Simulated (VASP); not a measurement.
Set up this calculation in VASP 6.6.1, as the native input.

```
Task                   : single point
Functional             : r2SCAN
Potentials or basis    : VASP PAW PBE potentials, release 64 (W_sv, Se)
Cutoff                 : 520 eV
k mesh                 : 12 × 12 × 2
Occupations            : gaussian, width 0.01 eV
Spin                   : no spin polarisation
Dipole correction      : no
Further INCAR settings : ALGO = Normal; EDIFF = 1e-07; NBANDS = 35
```

Crystal: WSe2.

```
W Se
1.0
     3.26667    0.00000    0.00000
    -1.63334    2.82902    0.00000
     0.00000    0.00000   13.21444
W Se
2 4
Direct
  0.33333 0.66667 0.25000
  0.66667 0.33333 0.75000
  0.66667 0.33333 0.37695
  0.66667 0.33333 0.12305
  0.33333 0.66667 0.87695
  0.33333 0.66667 0.62305
```

This cell differs from its parent crystal: epitaxial xy strain -1.0%.

These files were run (other wordings do the same):

POSCAR

```
WSe2
1.0
    3.2666707717      0.0000000000      0.0000000000
   -1.6333353859      2.8290198741      0.0000000000
    0.0000000000      0.0000000000     13.2144444123
W Se
2 4
Direct
    0.3333333333      0.6666666667      0.2500000000
    0.6666666667      0.3333333333      0.7500000000
    0.6666666667      0.3333333333      0.3769482197
    0.6666666667      0.3333333333      0.1230517803
    0.3333333333      0.6666666667      0.8769482197
    0.3333333333      0.6666666667      0.6230517803
```

INCAR.step1

```
SYSTEM = WSe2
ALGO = Normal
EDIFF = 1E-4
ENCUT = 520
GGA = PE
ISMEAR = 0
LASPH = .TRUE.
LCHARG = .FALSE.
LREAL = .FALSE.
LWAVE = .TRUE.
NBANDS = 35
NELM = 100
PREC = Accurate
SIGMA = 0.01
```

INCAR.step2

```
SYSTEM = WSe2
ALGO = Normal
EDIFF = 1E-7
ENCUT = 520
ISIF = 2
ISMEAR = 0
ISTART = 1
LASPH = .TRUE.
LCHARG = .TRUE.
LELF = .TRUE.
LMIXTAU = .TRUE.
LREAL = .FALSE.
LVHAR = .TRUE.
LWAVE = .FALSE.
METAGGA = R2SCAN
NBANDS = 35
NELM = 100
PREC = Accurate
SIGMA = 0.01
```

KPOINTS

```
k-points
0
G
  12 12 2
  0 0 0
```

Potentials or basis: VASP PAW PBE potentials, release 64 (W_sv, Se).

Launch:

```console
$ cat potpaw_PBE.64/W_sv/POTCAR potpaw_PBE.64/Se/POTCAR > POTCAR
$ cp INCAR.step1 INCAR
$ mpirun -np 1 vasp_std > vasp.out
$ cp INCAR.step2 INCAR
$ mpirun -np 1 vasp_std > vasp.out
```

It gave:

```yaml
Pressure: 3.4 GPa
Largest_force: 0.009 eV/Å
Band_gap_on_the_k_mesh: 1.20 eV, indirect (least direct gap 1.75 eV)
```

Caveat: the cell differs from its parent crystal (epitaxial xy strain -1.0%); the PAW data sets were made with another functional, which shifts forces and pressure a little; spin-orbit coupling is left out, which moves the levels of the heavy elements.

It took 6 min on 1 thread of Intel Xeon 6975P-C, on a shared host, peak memory 0.33 GiB.
